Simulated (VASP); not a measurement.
The system is HfN.

```
CELL_PARAMETERS angstrom
0.00000 2.45482 2.45482
2.45482 0.00000 2.45482
2.45482 2.45482 0.00000
ATOMIC_POSITIONS crystal
Hf 0.00000 0.00000 0.00000
N 0.25000 0.25000 0.25000
```

| Item | Value |
| --- | --- |
| Program | VASP 6.6.1 |
| Task | relaxation of cell and atoms |
| Functional | r2SCAN |
| Potentials or basis | VASP PAW PBE potentials, release 64 (Hf_pv, N) |
| Cutoff | 660 eV |
| k mesh | 11 × 11 × 11 |
| Occupations | fermi-dirac, width 0.15 eV |
| Spin | no spin polarisation |

At the start: pressure -3.4 GPa; volume 14.79 Å³/atom.

Q: Where does the relaxation end?

A: Over 3 steps the energy falls by 2.6 meV/atom and the volume is 14.55 Å³/atom (-1.6 %); space group F-43m (No. 216, to 0.1 Å) before and after.

The path:
```tsv
step	energy change (eV)	largest force (eV/Å)	pressure (GPa)	volume (Å³)
1	0.0000	0.0000	-3.36	29.59
2	0.0109	0.0000	6.37	28.28
3	-0.0052	0.0000	-0.03	29.11
```

Final structure:
```
Hf N
1.0
     0.00000    2.44145    2.44145
     2.44145    0.00000    2.44145
     2.44145    2.44145    0.00000
Hf N
1 1
Direct
  0.00000 0.00000 0.00000
  0.25000 0.25000 0.25000
```

Caveat: the PAW data sets were made with another functional, which shifts forces and pressure a little.
